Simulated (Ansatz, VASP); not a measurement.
LiTi: VASP beside Ansatz

The input INCAR:

```
SYSTEM = LiTi
ALGO = Normal
EDIFF = 1E-7
EDIFFG = -0.04
ENCUT = 600
GGA = PE
IBRION = 2
ISIF = 3
ISMEAR = 0
LASPH = .True.
LCHARG = .False.
LREAL = .False.
LWAVE = .False.
NELM = 80
NSW = 90
PREC = Accurate
SIGMA = 0.1
```

File KPOINTS:

```
k-points
0
Gamma
  6 6 6
  0 0 0
```

File POSCAR:

```
LiTi
1.0
    0.0000000000      3.0597575294      3.0597575294
    3.0597575294      0.0000000000      3.0597575294
    3.0597575294      3.0597575294      0.0000000000
Li Ti
2 2
Direct
    0.5000000000      0.5000000000      0.5000000000
    0.7500000000      0.7500000000      0.7500000000
    0.0000000000      0.0000000000      0.0000000000
    0.2500000000      0.2500000000      0.2500000000
```

Input for Ansatz:

```yaml
crystal:
  lattice:
    - [0.0, 3.0597575294, 3.0597575294]
    - [3.0597575294, 0.0, 3.0597575294]
    - [3.0597575294, 3.0597575294, 0.0]
  atoms:
    - { symbol: Li, position: [0.5, 0.5, 0.5] }
    - { symbol: Li, position: [0.75, 0.75, 0.75] }
    - { symbol: Ti, position: [0.0, 0.0, 0.0] }
    - { symbol: Ti, position: [0.25, 0.25, 0.25] }
basis:
  ecutwfc: 420
kpoints:
  mp_grid: { grid: [6, 6, 6] }
hamiltonian:
  xc: pbe
scf:
  occupations: { method: gaussian, width: 0.1 }
  lower_state_search: "off"
output:
  forces: true
  stress: true
  eigenvalues: true
relax:
  adjacent_minimum: "off"
  f_tol: 0.04
  max_steps: 70
  cell: { stress_tol: 0.4 }
```

Alike in both runs: task relaxation of cell and atoms; functional PBE; k mesh 6 × 6 × 6; occupations gaussian, width 0.1 eV; no spin polarisation.

|  | VASP | Ansatz |
| --- | --- | --- |
| version | VASP 6.6.1 | Ansatz 0.2.0 |
| potentials or method | VASP PAW PBE potentials, release 64 (Li_sv, Ti_sv), cutoff 600 eV | scalar-relativistic, plane waves, PAW |
| valence electrons in the cell | 30 | 30 |

VASP gave:

| Quantity | Value |
| --- | --- |
| gap on the k mesh at the Fermi level, each at its own relaxed structure (eV) | none |
| relaxed volume (Å³/atom) | 17.23 |
| relaxed cell length with the largest relative difference (Å) | 4.603 |

Question: Estimate Ansatz's values.

Answer: gap on the k mesh at the Fermi level, each at its own relaxed structure (eV): none; relaxed volume (Å³/atom): 17.21; relaxed cell length with the largest relative difference (Å): 4.600.

A gap of «none» marks a metal or a gap that the smearing closes.

Noted on VASP's run: the cutoff is short for stress, so the pressure is rough; the volume moved by over 15 % at a fixed basis, so the end points are rough.
